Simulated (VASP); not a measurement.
# Ag (P6_3/mmc) in VASP: a series of runs

Ag is run at these levels: PBE+D3(BJ); tasks: single point, relaxation of cell and atoms.

All numbers are computed with VASP 6.6.1; they aren't measurements. Logs are shortened: lines on timing, memory, paths and dates and some standing lists are left out, and cuts for length are marked.

## Step 1: The cell of the first run

The structure is hexagonal, space group P6_3/mmc (No. 194). Conventional cell: a = 2.881 Å, b = 2.881 Å, c = 4.713 Å, α = 90.00°, β = 90.00°, γ = 120.00°. Ag (site symmetry -6m2) has 12 Ag at 2.88 Å within 3.8 Å.

This isn't the form of Ag at room conditions, which is fcc.

## Step 2: Single point, PBE+D3(BJ)

The input, INCAR:

```
PREC = Accurate
ENCUT = 520
EDIFF = 1E-7
ISMEAR = 0
SIGMA = 0.1
LREAL = False
LASPH = True
NELM = 80
ALGO = Fast
ISIF = 2
LWAVE = False
LCHARG = False
GGA = PE
IVDW = 12
NBANDS = 18
```

The input, KPOINTS:

```
regular mesh
0
Gamma
  18 18 10
```

The input, POSCAR:

```
Ag
1.0
    2.8805283194      0.0000000000      0.0000000000
   -1.4402641597      2.4946107009      0.0000000000
    0.0000000000      0.0000000000      4.7134725000
Ag
2
Direct
    0.3333333333      0.6666666667      0.2500000000
    0.6666666667      0.3333333333      0.7500000000
```

Potentials or basis: VASP PAW PBE potentials, release 64 (Ag).

Started as:

```
cat potpaw_PBE.64/Ag/POTCAR > POTCAR
mpirun -np 1 vasp_std > vasp.out
```

OUTCAR:

```text
PREC = Accurate
   ENCUT = 520
   EDIFF = 1E-7
   ISMEAR = 0
   LREAL = False
   LASPH = True
   NELM = 80
   ISIF = 2
   GGA = PE
   IVDW = 12
 IVDW          = 12

 ion  position               nearest neighbor table
   1  0.333  0.667  0.250-   2 2.88   2 2.88   2 2.88   2 2.88   2 2.88   2 2.88
   2  0.667  0.333  0.750-   1 2.88   1 2.88   1 2.88   1 2.88   1 2.88   1 2.88

  LATTYP: Found a hexagonal cell.
 ALAT       =     2.8805283194
 C/A-ratio  =     1.6363222220

  Lattice vectors:

 A1 = (   2.8805283194,   0.0000000000,   0.0000000000)
 A2 = (  -1.4402641597,   2.4946107009,   0.0000000000)
 A3 = (   0.0000000000,   0.0000000000,   4.7134725000)

Analysis of symmetry for initial positions (statically):
=====================================================================
 Subroutine PRICEL returns:
 Original cell was already a primitive cell.

 Routine SETGRP: Setting up the symmetry group for a
 hexagonal supercell.

 Subroutine GETGRP returns: Found 24 space group operations
 (whereof 12 operations were pure point group operations)
 out of a pool of 24 trial point group operations.

The static configuration has the point symmetry D_3d.
 The point group associated with its full space group is D_6h.

Analysis of symmetry for dynamics (positions and initial velocities):
=====================================================================
 Subroutine PRICEL returns:
 Original cell was already a primitive cell.

 Routine SETGRP: Setting up the symmetry group for a
 hexagonal supercell.

 Subroutine GETGRP returns: Found 24 space group operations
 (whereof 12 operations were pure point group operations)
 out of a pool of 24 trial point group operations.

The dynamic configuration has the point symmetry D_3d.
 The point group associated with its full space group is D_6h.

 Subroutine INISYM returns: Found 24 space group operations
 (whereof 12 operations are pure point group operations),
 and found     1 'primitive' translations

----------------------------------------------------------------------------------------

                                     Primitive cell

  volume of cell :      33.8701

  direct lattice vectors                    reciprocal lattice vectors
     2.880528319  0.000000000  0.000000000     0.347158538  0.200432075  0.000000000
    -1.440264160  2.494610701  0.000000000     0.000000000  0.400864151  0.000000000
     0.000000000  0.000000000  4.713472500     0.000000000  0.000000000  0.212157809
[... 83 lines left out ...]
   NELM   =     80;   NELMIN=  2; NELMDL= -5     # of ELM steps
   EDIFF  = 0.1E-06   stopping-criterion for ELM
   LREAL  =      F    real-space projection
   EDIFFG = 0.1E-05   stopping-criterion for IOM
   NSW    =      0    number of steps for IOM
   IBRION =     -1    ionic relax: 0-MD 1-quasi-New 2-CG
   NFREE  =      0    steps in history (QN), initial steepest desc. (CG)
   ISIF   =      2    stress and relaxation
   ISYM   =      2    0-nonsym 1-usesym 2-fastsym
   POTIM  = 0.5000    time-step for ionic-motion
   TEBEG  =    0.0;   TEEND  =   0.0 temperature during run
   PSTRESS=    0.0 pullay stress
   NELECT =      22.0000    total number of electrons
   NUPDOWN=      -1.0000    fix difference up-down
   EMIN   =  10.00;   EMAX   =-10.00  energy-range for DOS
   EFERMI =   0.00;   METHOD = LEGACY
   ISMEAR =     0;   SIGMA  =   0.10  broadening in eV -4-tet -1-fermi 0-gaus
   EFERMI_NEDOS =   21; number of points for ismear=-14 and -15
   IALGO  =     68    algorithm
   IMIX   =      4    mixing-type and parameters
     AMIX     =   0.40;   BMIX     =  1.00
     AMIX_MAG =   1.60;   BMIX_MAG =  1.00
  volume/ion in A,a.u.               =      16.94       114.28
  Fermi-wavevector in a.u.,A,eV,Ry     =   1.417785  2.679225 27.349271  2.010115
  Thomas-Fermi vector in A             =   2.538979
   LORBIT       =      0    0 simple, 1 ext, 2 COOP (PROOUT), +10 PAW based schemes
   GGA     = PE    functional components
   LHFCALC =     F    Hartree Fock is set to
   AEXX    =    0.0000 exact exchange contribution
   IVDW    =    12    specifies the selected vdW correction
   LEPSILON=     F    determine dielectric tensor
   LRPA    =     F    only Hartree local field effects (RPA)
 non-spin polarized calculation
 RMM-DIIS sequential band-by-band and
 Gauss-broadening in eV      SIGMA  =   0.10
  energy-cutoff  :      520.00
  volume of cell :       33.87
 maximum number of plane-waves:       935
 NGX is ok and might be reduce to    24
   NGX = 11   NGY = 11   NGZ = 17

 number of electron      21.9999999 magnetization

 Free energy of the ion-electron system (eV)
  ---------------------------------------------------
  ext. energy  EPLUGINS =         0.00000000
  ---------------------------------------------------
  free energy    TOTEN  =        -5.39560199 eV

  energy without entropy =       -5.39124842  energy(sigma->0) =       -5.39342521

 E-fermi :   8.5078     XC(G=0): -12.2491

 val. band max:        8.4832607235   @ k =   0.4444   0.0556   0.2000
 cond. band min:       8.5083923775   @ k =   0.3889   0.1111   0.3000
 fundamental gap:      0.0251316540
 Fermi energy:         8.5077922064

 k-point     1 :       0.0000    0.0000    0.0000
  band No.  band energies     occupation
      1       0.7071      2.00000
      2       2.0816      2.00000
      3       3.6811      2.00000
      4       3.7851      2.00000
      5       3.7851      2.00000
      6       4.0254      2.00000
[... 481 lines left out ...]
      5       4.0136      2.00000
      6       4.2124      2.00000
[... 10 lines left out ...]
     17      19.6249      0.00000
     18      23.6893      0.00000

 [... further k-points ...]

------------------------ aborting loop because EDIFF is reached ----------------------------------------

 Edisp (eV)   -1.18588

 E8    (eV) :    -0.5182

  FORCE on cell =-STRESS in cart. coord.  units (eV):
  Direction    XX          YY          ZZ          XY          YZ          ZX
  --------------------------------------------------------------------------------------
  -------------------------------------------------------------------------------------
  Total      -0.03516    -0.03516    -0.03616     0.00000     0.00000     0.00000
  in kB      -1.66312    -1.66312    -1.71064     0.00000     0.00000     0.00000
  external pressure =       -1.68 kB  Pullay stress =        0.00 kB

 VOLUME and BASIS-vectors are now :
 -----------------------------------------------------------------------------
  energy-cutoff  :      520.00
  volume of cell :       33.87
      direct lattice vectors                 reciprocal lattice vectors
     2.880528319  0.000000000  0.000000000     0.347158538  0.200432075  0.000000000
    -1.440264160  2.494610701  0.000000000     0.000000000  0.400864151  0.000000000
     0.000000000  0.000000000  4.713472500     0.000000000  0.000000000  0.212157809

 POSITION                                       TOTAL-FORCE (eV/Angst)
 -----------------------------------------------------------------------------------
     -0.00000      1.66307      1.17837         0.000000      0.000000      0.000000
      1.44026      0.83154      3.53510        -0.000000     -0.000000      0.000000
 -----------------------------------------------------------------------------------
    total drift:                               -0.000000      0.000000     -0.000000

  FREE ENERGIE OF THE ION-ELECTRON SYSTEM (eV)
  ---------------------------------------------------
  free  energy   TOTEN  =        -6.5814836025 eV

  energy  without entropy=       -6.5771300349  energy(sigma->0) =       -6.57930682
```

Run time: 1.7 min. Hardware: 1 thread of AMD EPYC 7R13 (Zen 3), shared host; peak memory 0.22 GiB.

What came out:

| Quantity | Value |
| --- | --- |
| Free energy | -6.5815 eV |
| Pressure | -0.2 GPa |
| Band gap on the k mesh | zero (bands 11 and 12 overlap by 7.56 eV) |
| Dispersion energy per atom | -0.593 eV |

## Step 3: Relaxation of cell and atoms, PBE+D3(BJ)

This run uses another cell than the first one, of 17.81 Å³/atom.

The input, INCAR:

```
  ALGO = Fast
  EDIFF = 1E-6
  EDIFFG = -0.005
  ENCUT = 600
  GGA = PE
  IBRION = 2
  ISIF = 3
  ISMEAR = 0
  IVDW = 12
  LASPH = True
  LCHARG = False
  LREAL = False
  LWAVE = False
  NELM = 100
  NSW = 100
  PREC = Accurate
  SIGMA = 0.1
```

The input, KPOINTS:

```
k-points
0
Gamma
  18 18 10
```

The input, POSCAR:

```
Ag
1.0
    2.9299980804      0.0000000000      0.0000000000
   -1.4649990402      2.5374527707      0.0000000000
    0.0000000000      0.0000000000      4.7900000000
Ag
2
Direct
    0.3333333333      0.6666666667      0.2500000000
    0.6666666667      0.3333333333      0.7500000000
```

Potentials or basis: VASP PAW PBE potentials, release 64 (Ag).

Started as:

```
cat potpaw_PBE.64/Ag/POTCAR > POTCAR
mpirun -np 1 vasp_std > vasp.out
```

Wall time 6 min (1 thread of AMD EPYC 7R13 (Zen 3), shared host); peak memory 0.25 GiB.

The run converged. Its results:

| Quantity | Value |
| --- | --- |
| Free energy | -6.5820 eV |
| Relaxed volume | 16.91 Å³/atom |
| Relaxed cell | a = 2.879 Å, b = 2.879 Å, c = 4.712 Å, α = 90.00°, β = 90.00°, γ = 120.00° |
| Space group after relaxing (to 0.1 Å) | P6_3/mmc (No. 194) |
| Energy gained by relaxing | 14.6 meV/atom |
| Ionic steps | 9 |
| Pressure after relaxing | 0.0 GPa |
| Band gap on the k mesh | zero (bands 11 and 12 overlap by 7.56 eV) |
| Dispersion energy per atom | -0.594 eV |

Step by step:
```
step  energy change (eV)  largest force (eV/Å)  pressure (GPa)  volume (Å³)
   1              0.0000                0.0000           -4.78        35.61
   2             -0.0209                0.0000            2.90        32.94
   3             -0.0292                0.0000            0.16        33.80
   4             -0.0292                0.0000           -0.12        33.86
   5             -0.0292                0.0000           -0.12        33.86
   6             -0.0292                0.0000           -0.11        33.86
   7             -0.0292                0.0000           -0.08        33.85
   8             -0.0292                0.0000           -0.01        33.83
   9             -0.0292                0.0000           -0.02        33.83
```

Final structure:
```xyz
2
Lattice="2.8791 0.0000 0.0000 -1.4395 2.4934 0.0000 0.0000 0.0000 4.7124" Properties=species:S:1:pos:R:3 pbc="T T T"
Ag    0.0000    1.6622    1.1781
Ag    1.4395    0.8311    3.5343
```

Levels at points of the mesh, in eV from the Fermi level:
| k point | band 8 | band 9 | band 10 | band 11 | band 12 | band 13 | band 14 | band 15 |
| --- | --- | --- | --- | --- | --- | --- | --- | --- |
| (0.00, 0.00, 0.00) | -4.12 | -4.12 | -3.10 | -3.10 | -0.42 | 3.63 | 15.71 | 17.60 |
| (0.50, 0.00, 0.00) | -2.96 | -2.91 | -2.82 | 0.13 | 1.60 | 6.94 | 7.20 | 9.49 |
| (0.00, 0.00, 0.50) | -4.57 | -3.42 | -3.42 | -3.42 | -3.42 | 11.18 | 11.18 | 16.08 |
| (0.50, 0.00, 0.50) | -3.15 | -2.88 | -2.88 | 0.77 | 0.77 | 4.66 | 4.66 | 13.73 |

The gap in the log of VASP goes by the Fermi energy; the results here count the filled bands.